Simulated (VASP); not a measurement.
Here is a VASP 6.6.1 calculation.

Contents of INCAR:

```
ALGO = Normal
EDIFF = 1E-8
ENCUT = 520
GGA = CA
ISIF = 2
ISMEAR = -1
LASPH = True
LCHARG = False
LEFG = True
LREAL = False
LWAVE = False
NBANDS = 29
NELM = 60
PREC = Accurate
SIGMA = 0.05
```

KPOINTS

```
k-points
0
Gamma
  11 11 11
```

Contents of POSCAR:

```
TiPd3
1.0
    3.8200000000      0.0000000000      0.0000000000
    0.0000000000      3.8200000000      0.0000000000
    0.0000000000      0.0000000000      3.8964000000
Ti Pd
1 3
Direct
    0.0000000000      0.0000000000      0.0000000000
    0.0000000000      0.5000000000      0.5000000000
    0.5000000000      0.0000000000      0.5000000000
    0.5000000000      0.5000000000      0.0000000000
```

Potentials or basis: VASP PAW LDA potentials, release 64 (Ti_sv, Pd).

Command:

```bash
$ cat potpaw_LDA.64/Ti_sv/POTCAR potpaw_LDA.64/Pd/POTCAR > POTCAR
$ mpirun -np 1 vasp_std > vasp.out
```

(1) Estimate the pressure.

(2) Estimate the band gap on the k mesh.

## Answers

(1) -1.8 GPa.

(2) zero (bands 21 and 22 overlap by 1.29 eV).

Caveat: the cell differs from its parent crystal (zz strain of +2 %); without QUAD_EFG the Cq values of the log hold for a quadrupole moment of 1 mb, not for the nuclei.
